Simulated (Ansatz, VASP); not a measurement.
**One calculation of AgCl, two programs**

INCAR

```
SYSTEM = AgCl
ALGO = Normal
EDIFF = 1E-6
ENCUT = 500
GGA = PE
GGA_COMPAT = .False.
ISIF = 2
ISMEAR = -1
LASPH = .True.
LCHARG = .True.
LELF = .True.
LREAL = .False.
LVHAR = .True.
LWAVE = .False.
NBANDS = 16
NELM = 120
PREC = Accurate
SIGMA = 0.2
```

File KPOINTS:

```
k-points
0
Gamma
  6 6 6
  0 0 0
```

Contents of POSCAR:

```
AgCl
1.0
    0.0000000000      2.7731838142      2.7731838142
    2.7731838142      0.0000000000      2.7731838142
    2.7731838142      2.7731838142      0.0000000000
Ag Cl
1 1
Direct
    0.0000000000      0.0000000000      0.0000000000
    0.5000000000      0.5000000000      0.5000000000
```

Input for Ansatz:

```yaml
crystal:
  lattice:
    - [0.0, 2.7731838142, 2.7731838142]
    - [2.7731838142, 0.0, 2.7731838142]
    - [2.7731838142, 2.7731838142, 0.0]
  atoms:
    - { symbol: Ag, position: [0.0, 0.0, 0.0] }
    - { symbol: Cl, position: [0.5, 0.5, 0.5] }
kpoints:
  mp_grid: { grid: [6, 6, 6] }
hamiltonian:
  xc: pbe
scf:
  occupations: { method: fermi_dirac, width: 0.2 }
  n_extra_bands: 4
output:
  forces: true
  stress: true
  eigenvalues: true
```

Alike in both runs: task single point; functional PBE; k mesh 6 × 6 × 6; occupations fermi-dirac, width 0.2 eV; no spin polarisation.

|  | VASP | Ansatz |
| --- | --- | --- |
| version | VASP 6.6.1 | Ansatz 0.2.0 |
| potentials or method | VASP PAW PBE potentials, release 64 (Ag, Cl) | plane waves |
| plane-wave cutoff (eV) | 500 | 420 |
| valence electrons in the cell | 18 | 26 |

|  | VASP | Ansatz | Ansatz less VASP |
| --- | --- | --- | --- |
| pressure (GPa) | 1.5 | 1.6 | +0.14 |

With one functional, cell and mesh, what is left measures potentials, basis and numerics. VASP's potentials hold 18 valence electrons a cell and Ansatz's 26, so a difference there can come from the potentials and not from the codes.
